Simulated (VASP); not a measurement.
Write the native input for VASP 6.6.1 that does the following.

* Task: relaxation of shape and atoms at fixed volume
* Functional: PBE
* Dispersion: D3(BJ)
* Potentials or basis: VASP PAW PBE potentials, release 64 (Sn_d, Se)
* Cutoff: 500 eV
* k mesh: 12 × 12 × 6
* Occupations: gaussian, width 0.02 eV
* Spin: no spin polarisation
* Dipole correction: no
* Further INCAR settings: ALGO = Normal; EDIFF = 1e-07; IBRION = 2; EDIFFG = -0.01; NSW = 50; ISIF = 4

The structure of SnSe2 lies in POSCAR:

```
SnSe2
1.0
    3.9063281175      0.0000000000      0.0000000000
   -1.9531640588      3.3829793853      0.0000000000
    0.0000000000      0.0000000000      6.3855195581
Sn Se
1 2
Direct
    0.0000000000      0.0000000000      0.0000000000
    0.3333333333      0.6666666667      0.2528740145
    0.6666666667      0.3333333333      0.7471259855
```

These files were run (other wordings do the same):

INCAR

```
  PREC = Accurate
  ENCUT = 500
  EDIFF = 1E-7
  ISMEAR = 0
  SIGMA = 0.02
  LREAL = False
  LASPH = True
  NELM = 120
  ALGO = Normal
  ISIF = 4
  LWAVE = False
  LCHARG = False
  GGA = PE
  IVDW = 12
  IBRION = 2
  NSW = 50
  EDIFFG = -0.01
  GGA_COMPAT = False
  NELMIN = 4
```

KPOINTS

```
Automatic mesh
0
Gamma
  12 12 6
```

Potentials or basis: VASP PAW PBE potentials, release 64 (Sn_d, Se).

Launch:

```bash
$ cat potpaw_PBE.64/Sn_d/POTCAR potpaw_PBE.64/Se/POTCAR > POTCAR
$ mpirun -np 1 vasp_std > vasp.out
```

Results of the run:

The energy gained by relaxing is 5.0 meV/atom and the ionic steps are 7. The pressure after relaxing is -1.5 GPa. The band gap on the k mesh is 0.66 eV (least direct gap 1.10 eV) and the dispersion energy per atom is -0.329 eV.

Caveat: semilocal functionals underestimate gaps, and a narrow one can read as zero; spin-orbit coupling is left out, which moves the levels of the heavy elements.

Run time: 12 min on 1 thread of Oxide Virtual Turin-like Processor, with other jobs on the host, peak memory 0.27 GiB.
